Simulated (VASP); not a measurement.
# Zr2Si4GePd (Pmmn) in VASP: further runs, part 2 of 2

VASP 6.6.1. Earlier steps stand in the parts before.

## Step 3: Single point, PBE

This run uses another cell than the first one, of 17.30 Å³/atom.

File INCAR:

```
SYSTEM = Zr2Si4GePd
ALGO = Normal
EDIFF = 1E-6
ENCUT = 520
GGA = PE
ISIF = 2
ISMEAR = 0
LASPH = .True.
LCHARG = .False.
LREAL = Auto
LWAVE = .False.
NBANDS = 78
NELM = 80
PREC = Accurate
SIGMA = 0.2
```

File KPOINTS:

```
k-points
0
Gamma
  6 6 1
  0 0 0
```

File POSCAR:

```
Zr2Si4GePd
1.0
    3.6544485448      0.0000000000      0.0000000000
    0.0000000000      3.8756232024      0.0000000000
    0.0000000000      0.0000000000     19.5432078787
Zr Si Ge Pd
4 8 2 2
Direct
    0.5000000000      1.0000000000      0.1590307877
    1.0000000000      0.5000000000      0.8409692123
    1.0000000000      1.0000000000      0.6870390033
    0.5000000000      0.5000000000      0.3129609967
    1.0000000000      0.0000000000      0.0038799332
    0.5000000000      0.5000000000      0.9961200668
    0.0000000000      0.5000000000      0.2011291652
    0.5000000000      1.0000000000      0.7988708348
    0.5000000000      0.0000000000      0.5211352036
    1.0000000000      0.5000000000      0.4788647964
    0.0000000000      0.0000000000      0.2680216742
    0.5000000000      0.5000000000      0.7319783258
    1.0000000000      1.0000000000      0.3929617654
    0.5000000000      0.5000000000      0.6070382346
    0.5000000000      1.0000000000      0.9204839130
    1.0000000000      0.5000000000      0.0795160870
```

Potentials or basis: VASP PAW PBE potentials, release 64 (Zr_sv, Si, Ge_d, Pd).

Run with:

```sh
> cat potpaw_PBE.64/Zr_sv/POTCAR potpaw_PBE.64/Si/POTCAR potpaw_PBE.64/Ge_d/POTCAR potpaw_PBE.64/Pd/POTCAR > POTCAR
> mpirun -np 1 vasp_std > vasp.out
```

OUTCAR:

```text
SYSTEM = Zr2Si4GePd
   EDIFF = 1E-6
   ENCUT = 520
   GGA = PE
   ISIF = 2
   ISMEAR = 0
   LASPH = .True.
   LREAL = Auto
   NELM = 80
   PREC = Accurate

 ion  position               nearest neighbor table
   1  0.500  0.000  0.159-   7 2.79   7 2.79   7 2.79   7 2.79  11 2.81  11 2.81  16 3.08  16 3.08
                            16 3.08  16 3.08   4 3.58   4 3.58
   2  0.000  0.500  0.841-   8 2.79   8 2.79   8 2.79   8 2.79  12 2.81  12 2.81  15 3.08  15 3.08
                            15 3.08  15 3.08   3 3.58   3 3.58
   3  0.000  0.000  0.687-  12 2.80  12 2.80  12 2.80  12 2.80   8 2.85   8 2.85  14 3.09  14 3.09
                            14 3.09  14 3.09   2 3.58   2 3.58
   4  0.500  0.500  0.313-  11 2.80  11 2.80  11 2.80  11 2.80   7 2.85   7 2.85  13 3.09  13 3.09
                            13 3.09  13 3.09   1 3.58   1 3.58
   5  0.000  0.000  0.004-  16 2.44  16 2.44  15 2.45  15 2.45   6 2.67   6 2.67   6 2.67   6 2.67

   6  0.500  0.500  0.996-  15 2.44  15 2.44  16 2.45  16 2.45   5 2.67   5 2.67   5 2.67   5 2.67

   7  0.000  0.500  0.201-  11 2.34  11 2.34  16 2.38   1 2.79   1 2.79   1 2.79   1 2.79   4 2.85
[... 230 lines left out ...]
 k-point     1 :       0.0000    0.0000    0.0000
  band No.  band energies     occupation
      1     -39.8634      2.00000
      2     -39.8634      2.00000
      3     -39.7764      2.00000
      4     -39.7764      2.00000
      5     -18.0182      2.00000
      6     -18.0180      2.00000
[... 1253 lines left out ...]
     75      12.1793      0.00000
     76      12.1803      0.00000
 [bands above 76 left out]

------------------------ aborting loop because EDIFF is reached ----------------------------------------

  FORCE on cell =-STRESS in cart. coord.  units (eV):
  Direction    XX          YY          ZZ          XY          YZ          ZX
  --------------------------------------------------------------------------------------
  -------------------------------------------------------------------------------------
  Total       -0.7407335     -0.3953263      0.9741765      0.0000000      0.0000000      0.0000000
  in kB       -4.2875908     -2.2882688      5.6388295      0.0000000      0.0000000      0.0000000
  external PRESSURE =      -0.3123434 kB  Pullay stress =       0.0000000 kB

 VOLUME and BASIS-vectors are now :
 -----------------------------------------------------------------------------
  energy-cutoff  :      520.00
  volume of cell :      276.80
      direct lattice vectors                 reciprocal lattice vectors
     3.654448545  0.000000000  0.000000000     0.273639097  0.000000000  0.000000000
     0.000000000  3.875623202  0.000000000     0.000000000  0.258023019  0.000000000
     0.000000000  0.000000000 19.543207879     0.000000000  0.000000000  0.051168672

 POSITION                                       TOTAL-FORCE (eV/Angst)
 -----------------------------------------------------------------------------------
      1.82722      0.00000      3.10797         0.000000      0.000000     -0.021725
      0.00000      1.93781     16.43524         0.000000      0.000000      0.021725
      0.00000      0.00000     13.42695         0.000000      0.000000      0.029996
      1.82722      1.93781      6.11626         0.000000      0.000000     -0.029996
      0.00000      0.00000      0.07583         0.000000      0.000000      0.009273
      1.82722      1.93781     19.46738         0.000000      0.000000     -0.009273
[... 8 lines left out ...]
      1.82722      0.00000     17.98921         0.000000      0.000000      0.022744
      0.00000      1.93781      1.55400         0.000000      0.000000     -0.022744
 -----------------------------------------------------------------------------------
    total drift:                                0.000000      0.000000      0.000000

  FREE ENERGIE OF THE ION-ELECTRON SYSTEM (eV)
  ---------------------------------------------------
  free  energy   TOTEN  =      -103.3751851195 eV

  energy  without entropy=     -103.2730012651  energy(sigma->0) =     -103.32409319
```

OSZICAR:

```text
N       E                     dE             d eps       ncg     rms          rms(c)
DAV:   1     0.148399843370E+04    0.14840E+04   -0.56503E+04  3322   0.246E+03
DAV:   2     0.167376056145E+03   -0.13166E+04   -0.12541E+04  2624   0.847E+02
DAV:   3    -0.836494211353E+02   -0.25103E+03   -0.23985E+03  2932   0.208E+02
DAV:   4    -0.108541682352E+03   -0.24892E+02   -0.24329E+02  3752   0.641E+01
DAV:   5    -0.110333074491E+03   -0.17914E+01   -0.17823E+01  3944   0.148E+01    0.315E+01
DAV:   6    -0.103818901289E+03    0.65142E+01   -0.33491E+01  3224   0.224E+01    0.120E+01
DAV:   7    -0.104778069809E+03   -0.95917E+00   -0.13954E+01  3384   0.179E+01    0.775E+00
DAV:   8    -0.104133680832E+03    0.64439E+00   -0.11158E+01  3632   0.143E+01    0.491E+00
DAV:   9    -0.103357856644E+03    0.77582E+00   -0.29940E+00  3180   0.551E+00    0.212E+00
DAV:  10    -0.103379375129E+03   -0.21518E-01   -0.51898E-01  3432   0.197E+00    0.942E-01
DAV:  11    -0.103374935756E+03    0.44394E-02   -0.63652E-02  3348   0.108E+00    0.500E-01
DAV:  12    -0.103375218332E+03   -0.28258E-03   -0.74542E-03  3304   0.379E-01    0.270E-01
DAV:  13    -0.103375238965E+03   -0.20633E-04   -0.18369E-03  3266   0.187E-01    0.546E-02
DAV:  14    -0.103375185463E+03    0.53502E-04   -0.30390E-04  3464   0.858E-02    0.293E-02
DAV:  15    -0.103375184046E+03    0.14172E-05   -0.53661E-05  3588   0.286E-02    0.105E-02
DAV:  16    -0.103375185862E+03   -0.18160E-05   -0.98479E-06  2976   0.137E-02    0.458E-03
DAV:  17    -0.103375185119E+03    0.74221E-06   -0.84845E-07  1796   0.416E-03
   1 F= -.10337519E+03 E0= -.10332409E+03  d E =-.102184E+00
```

Run time: 13 min. Hardware: 1 thread of Intel Xeon 8259CL, shared host; peak memory 0.48 GiB.

Results:

| Item | Value |
| --- | --- |
| Free energy | -103.3752 eV |
| Pressure | 0.0 GPa |
| Largest force | 0.059 eV/Å |
| Band gap on the k mesh | zero (bands 64 and 65 overlap by 0.79 eV) |

Forces in eV/Å, atoms in the order of the input:
```
Zr   0.000  0.000 -0.022
Zr   0.000  0.000  0.022
Zr   0.000  0.000  0.030
Zr   0.000  0.000 -0.030
Si   0.000  0.000  0.009
Si   0.000  0.000 -0.009
Si   0.000  0.000  0.016
Si   0.000  0.000 -0.016
Si   0.000  0.000 -0.059
Si   0.000  0.000  0.059
Si   0.000  0.000 -0.009
Si   0.000  0.000  0.009
Ge   0.000  0.000  0.017
Ge   0.000  0.000 -0.017
Pd   0.000  0.000  0.023
Pd   0.000  0.000 -0.023
```

Levels at points of the mesh, in eV from the Fermi level:
| k point | band 61 | band 62 | band 63 | band 64 | band 65 | band 66 | band 67 | band 68 |
| --- | --- | --- | --- | --- | --- | --- | --- | --- |
| (0.00, 0.00, 0.00) | -0.85 | 0.05 | 0.13 | 0.43 | 0.69 | 0.72 | 0.76 | 0.77 |
| (0.50, 0.00, 0.00) | -0.74 | -0.74 | -0.61 | -0.61 | -0.08 | -0.08 | -0.07 | -0.07 |
| (0.00, 0.50, 0.00) | -0.68 | -0.68 | 0.37 | 0.37 | 0.70 | 0.70 | 1.20 | 1.20 |
| (0.50, 0.50, 0.00) | -2.28 | -2.28 | -1.93 | -1.93 | 0.91 | 0.91 | 1.21 | 1.21 |
